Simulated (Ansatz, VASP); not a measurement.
**WSe2 in VASP and in Ansatz**

```
W Se
1.0
     3.27902    0.00000    0.00000
    -1.63951    2.83971    0.00000
     0.00000    0.00000   12.78851
W Se
2 4
Cartesian
  0.0000 1.8931 3.1971
  1.6395 0.9466 9.5914
  0.0000 1.8931 7.9070
  1.6395 0.9466 1.5127
  0.0000 1.8931 11.2758
  1.6395 0.9466 4.8815
```

Alike in both runs: functional PBE; dispersion D3(BJ); k mesh 9 × 9 × 2; occupations gaussian, width 0.02 eV; no spin polarisation.

Ansatz relaxed the structure, and its values are those at the end. VASP's run is a single point on that final structure, the one shown.

```csv
,VASP,Ansatz
version,VASP 6.6.1,Ansatz 0.2.0
potentials or method,"VASP PAW PBE potentials, release 64 (W_sv, Se), cutoff 520 eV","scalar-relativistic, plane waves, PAW"
valence electrons in the cell,52,92
```

```csv
,VASP,Ansatz,Ansatz less VASP
gap on the k mesh at the Fermi level (eV),0.99,1.00,+0.005
least direct gap on the mesh (eV),1.56,1.57,+0.003
pressure (GPa),0.3,0.0,-0.32
rms of the force components (eV/Å),0.022,0.001,-0.0214
```

VASP's potentials hold 52 valence electrons a cell and Ansatz's 92, so a difference there can come from the potentials and not from the codes.

Neither program's run includes spin-orbit coupling.
